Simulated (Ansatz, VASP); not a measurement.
One calculation of GaP, two programs

File INCAR:

```
PREC = Accurate
ENCUT = 520
EDIFF = 1E-7
ISMEAR = 0
SIGMA = 0.5
LREAL = False
LASPH = True
NELM = 60
ALGO = Normal
ISIF = 2
LWAVE = False
LCHARG = False
GGA = PE
NBANDS = 26
```

KPOINTS

```
Automatic mesh
0
Gamma
  6 6 4
```

Contents of POSCAR:

```
GaP
1.0
    3.9933436476      0.0000000000      0.0000000000
   -1.9966718238      3.4583370449      0.0000000000
    0.0000000000      0.0000000000      5.9289527048
Ga P
2 2
Direct
    0.3333333333      0.6666666667      0.2500000000
    0.6666666667      0.3333333333      0.7500000000
    0.6666666667      0.3333333333      0.2500000000
    0.3333333333      0.6666666667      0.7500000000
```

Input for Ansatz:

```yaml
crystal:
  lattice:
    - [3.9933436476, 0.0, 0.0]
    - [-1.9966718238, 3.4583370449, 0.0]
    - [0.0, 0.0, 5.9289527048]
  atoms:
    - { symbol: Ga, position: [0.3333333333, 0.6666666667, 0.25] }
    - { symbol: Ga, position: [0.6666666667, 0.3333333333, 0.75] }
    - { symbol: P, position: [0.6666666667, 0.3333333333, 0.25] }
    - { symbol: P, position: [0.3333333333, 0.6666666667, 0.75] }
kpoints:
  mp_grid: { grid: [6, 6, 4] }
hamiltonian:
  xc: pbe
scf:
  occupations: { method: gaussian, width: 0.5 }
  n_extra_bands: 5
output:
  forces: true
  stress: true
  eigenvalues: true
```

Alike in both runs: task single point; functional PBE; k mesh 6 × 6 × 4; occupations gaussian, width 0.5 eV; no spin polarisation.

|  | VASP | Ansatz |
| --- | --- | --- |
| version | VASP 6.6.1 | Ansatz 0.2.0 |
| potentials or method | VASP PAW PBE potentials, release 64 (Ga_d, P) | plane waves |
| plane-wave cutoff (eV) | 520 | 420 |
| valence electrons in the cell | 36 | 36 |

```tsv
	VASP	Ansatz	Ansatz less VASP
pressure (GPa)	2.4	2.5	+0.05
traceless stress, the component that is largest in VASP (GPa)	-3.09	-3.11	-0.028
```
